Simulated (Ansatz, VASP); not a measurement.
NaPtCl3 in VASP and in Ansatz

INCAR

```
PREC     = Accurate       # precision mode
ENCUT    = 520            # plane-wave cutoff, eV
EDIFF    = 1E-7           # SCF threshold, eV
ISMEAR   = 0              # smearing method
SIGMA    = 0.1            # smearing width, eV
LREAL    = F              # projectors in reciprocal space
LASPH    = T              # aspherical terms in the spheres
NELM     = 80             # most SCF steps
ALGO     = Normal         # electronic algorithm
ISIF     = 2              # what is computed and relaxed
LWAVE    = F              # write WAVECAR
LCHARG   = F              # write CHGCAR
GGA      = PE             # functional
NBANDS   = 27             # bands
```

The input KPOINTS:

```
regular mesh
0
Gamma
  8 8 8
```

File POSCAR:

```
NaPtCl3
1.0
    4.7846724429      0.0000000000      0.0000000000
    0.0000000000      4.7846724429      0.0000000000
    0.0000000000      0.0000000000      4.7846724429
Na Pt Cl
1 1 3
Direct
    0.0000000000      0.0000000000      0.0000000000
    0.5000000000      0.5000000000      0.5000000000
    0.0000000000      0.5000000000      0.5000000000
    0.5000000000      0.5000000000      0.0000000000
    0.5000000000      0.0000000000      0.5000000000
```

Input for Ansatz:

```yaml
crystal:
  lattice:
    - [4.7846724429, 0.0, 0.0]
    - [0.0, 4.7846724429, 0.0]
    - [0.0, 0.0, 4.7846724429]
  atoms:
    - { symbol: Na, position: [0.0, 0.0, 0.0] }
    - { symbol: Pt, position: [0.5, 0.5, 0.5] }
    - { symbol: Cl, position: [0.0, 0.5, 0.5] }
    - { symbol: Cl, position: [0.5, 0.5, 0.0] }
    - { symbol: Cl, position: [0.5, 0.0, 0.5] }
basis:
  ecutwfc: 420
kpoints:
  mp_grid: { grid: [8, 8, 8] }
hamiltonian:
  xc: pbe
scf:
  occupations: { method: gaussian, width: 0.1 }
output:
  forces: true
  stress: true
  eigenvalues: true
```

Alike in both runs: task single point; functional PBE; k mesh 8 × 8 × 8; occupations gaussian, width 0.1 eV; no spin polarisation.

```csv
,VASP,Ansatz
version,VASP 6.6.1,Ansatz 0.2.0
potentials or method,"VASP PAW PBE potentials, release 64 (Na_pv, Pt, Cl), cutoff 520 eV","scalar-relativistic, plane waves, PAW"
valence electrons in the cell,38,48
```

|  | VASP | Ansatz | Ansatz less VASP |
| --- | --- | --- | --- |
| gap on the k mesh at the Fermi level (eV) | none | none | - |
| pressure (GPa) | 5.8 | 5.9 | +0.09 |

A gap of «none» marks a metal or a gap that the smearing closes. The functional is the same, so the differences come from potentials, cutoffs and numerics. VASP's potentials hold 38 valence electrons a cell and Ansatz's 48, so a difference there can come from the potentials and not from the codes.

Neither program's run includes spin-orbit coupling.
